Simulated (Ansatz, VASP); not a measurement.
Two plane-wave programs on TaTe

INCAR

```
SYSTEM = TaTe
ALGO     = Normal         ! electronic algorithm
EDIFF    = 1E-7           ! SCF threshold, eV
ENCUT    = 520            ! plane-wave cutoff, eV
GGA      = PS             ! functional
ISIF     = 2              ! what is computed and relaxed
ISMEAR   = 0              ! smearing method
ISPIN    = 2              ! spin polarisation
LASPH    = .TRUE.         ! aspherical terms in the spheres
LCHARG   = .FALSE.        ! write CHGCAR
LMAXMIX  = 4              ! l up to which the mixer works
LORBIT   = 11             ! projections on sites
LREAL    = .FALSE.        ! projectors in reciprocal space
LWAVE    = .FALSE.        ! write WAVECAR
MAGMOM   = 1.14 0         ! initial moments
NBANDS   = 20             ! bands
NELM     = 150            ! most SCF steps
PREC     = Accurate       ! precision mode
SIGMA    = 0.05           ! smearing width, eV
```

The input KPOINTS:

```
k-points
0
G
  8 8 8
  0 0 0
```

File POSCAR:

```
TaTe
1.0
    0.0000000000      3.0747286287      3.0747286287
    3.0747286287      0.0000000000      3.0747286287
    3.0747286287      3.0747286287      0.0000000000
Ta Te
1 1
Direct
    0.0000000000      0.0000000000      0.0000000000
    0.2500000000      0.2500000000      0.2500000000
```

Input for Ansatz:

```yaml
crystal:
  lattice:
    - [0.0, 3.0747286287, 3.0747286287]
    - [3.0747286287, 0.0, 3.0747286287]
    - [3.0747286287, 3.0747286287, 0.0]
  atoms:
    - { symbol: Ta, position: [0.0, 0.0, 0.0], spin: 1.14 }
    - { symbol: Te, position: [0.25, 0.25, 0.25] }
basis:
  ecutwfc: 420
  ecutrho_ratio: 4
kpoints:
  mp_grid: { grid: [8, 8, 8] }
hamiltonian:
  xc: pbesol
scf:
  occupations: { method: gaussian, width: 0.05 }
output:
  forces: true
  stress: true
  eigenvalues: true
  populations: true
magnetization:
  spin_polarized: true
```

Alike in both runs: task single point; functional PBEsol; k mesh 8 × 8 × 8; occupations gaussian, width 0.05 eV; collinear spin.

```csv
,VASP,Ansatz
version,VASP 6.6.1,Ansatz 0.2.0
potentials or method,"VASP PAW PBE potentials, release 64 (Ta_pv, Te), cutoff 520 eV","scalar-relativistic, plane waves, PAW"
valence electrons in the cell,17,29
```

VASP gave:

- gap on the k mesh at the Fermi level (eV): none
- pressure (GPa): 3.0
- net moment per atom (μB): 0.85
- size of the moment on the site where the two differ most (μB): 1.17

Problem. What did Ansatz give for the same quantities?

Solution. gap on the k mesh at the Fermi level (eV): none; pressure (GPa): 2.9; net moment per atom (μB): 0.85; size of the moment on the site where the two differ most (μB): 1.00.

VASP's potentials were made for PBE, not for PBEsol. Site moments also hang on the region over which each program counts them. A gap of «none» marks a metal or a gap that the smearing closes. With one functional, cell and mesh, what is left measures potentials, basis and numerics. VASP's potentials hold 17 valence electrons a cell and Ansatz's 29, so a difference there can come from the potentials and not from the codes.

Neither program's run includes spin-orbit coupling.
